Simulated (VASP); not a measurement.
Input of a VASP 6.6.1 run:

File INCAR:

```
SYSTEM = BP
ALGO = Normal ; DIPOL = 0.5 0.5 0.500
EDIFF = 1E-6 ; ENCUT = 420
GGA = PE ; GGA_COMPAT = .False.
IDIPOL = 3 ; ISIF = 2
ISMEAR = 0 ; LASPH = .True.
LCHARG = .False. ; LDIPOL = .True.
LREAL = .False. ; LWAVE = .False.
NBANDS = 11 ; NELM = 120
NELMDL = -8 ; PREC = Accurate
SIGMA = 0.03
```

KPOINTS

```
k-points
0
Gamma
  12 12 1
  0 0 0
```

The input POSCAR:

```
BP
1.0
    3.2033918845      0.0000000000      0.0000000000
   -1.6016959422      2.7742187503      0.0000000000
    0.0000000000      0.0000000000     16.0000000000
B P
1 1
Direct
    0.3333333333      0.6666666667      0.5000000000
    0.6666666667      0.3333333333      0.5000000000
```

Potentials or basis: VASP PAW PBE potentials, release 64 (B, P).

The run is started by

```bash
$ cat potpaw_PBE.64/B/POTCAR potpaw_PBE.64/P/POTCAR > POTCAR
$ mpirun -np 1 vasp_std > vasp.out
```

**Question.** What does it give for the band gap on the k mesh?

**Answer.** 0.90 eV.
